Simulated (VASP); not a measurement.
Here is a VASP 6.6.1 calculation.

POSCAR

```
ZrS
1.0
    0.0000000000      2.6775000000      2.6250000000
    2.5725000000      0.0000000000      2.6250000000
    2.5725000000      2.6775000000      0.0000000000
Zr S
1 1
Direct
    0.0000000000      0.0000000000      0.0000000000
    0.5000000000      0.5000000000      0.5000000000
```

File INCAR.step1:

```
ALGO     = Normal         # electronic algorithm
EDIFF    = 1E-4           # SCF threshold, eV
ENCUT    = 520            # plane-wave cutoff, eV
GGA      = PE             # functional
ISMEAR   = 0              # smearing method
LASPH    = True           # aspherical terms in the spheres
LCHARG   = False          # write CHGCAR
LREAL    = False          # projectors in reciprocal space
LWAVE    = True           # write WAVECAR
NBANDS   = 16             # bands
NELM     = 80             # most SCF steps
PREC     = Accurate       # precision mode
SIGMA    = 0.15           # smearing width, eV
```

INCAR.step2

```
ALGO     = Normal         # electronic algorithm
EDIFF    = 1E-6           # SCF threshold, eV
ENCUT    = 520            # plane-wave cutoff, eV
ISIF     = 2              # what is computed and relaxed
ISMEAR   = 0              # smearing method
ISTART   = 1            
LASPH    = True           # aspherical terms in the spheres
LCHARG   = True           # write CHGCAR
LELF     = True           # ELF
LMIXTAU  = True         
LREAL    = False          # projectors in reciprocal space
LVHAR    = True         
LWAVE    = False          # write WAVECAR
METAGGA  = R2SCAN         # meta-GGA
NBANDS   = 16             # bands
NELM     = 80             # most SCF steps
PREC     = Accurate       # precision mode
SIGMA    = 0.15           # smearing width, eV
```

Contents of KPOINTS:

```
k-points
0
Gamma
  16 16 16
```

Potentials or basis: VASP PAW PBE potentials, release 64 (Zr_sv, S).

Run with:

```console
$ cat potpaw_PBE.64/Zr_sv/POTCAR potpaw_PBE.64/S/POTCAR > POTCAR
$ cp INCAR.step1 INCAR
$ mpirun -np 1 vasp_std > vasp.out
$ cp INCAR.step2 INCAR
$ mpirun -np 1 vasp_std > vasp.out
```

**Question.** Estimate the band gap on the k mesh.

**Answer.** Zero (bands 9 and 10 overlap by 2.85 eV).

**Question.** Estimate the pressure.

**Answer.** -1.5 GPa.

Stress tensor (GPa, compression positive):
```
 4.08  0.00  0.00
 0.00 -6.55  0.00
 0.00  0.00 -2.15
```

Caveat: the cell differs from its parent crystal (strain -0.0200 x Voigt [1, -1, 0, 0, 0, 0]); the stress differs along the axes, from -7 to 4 GPa; the PAW data sets were made with another functional, which shifts forces and pressure a little.
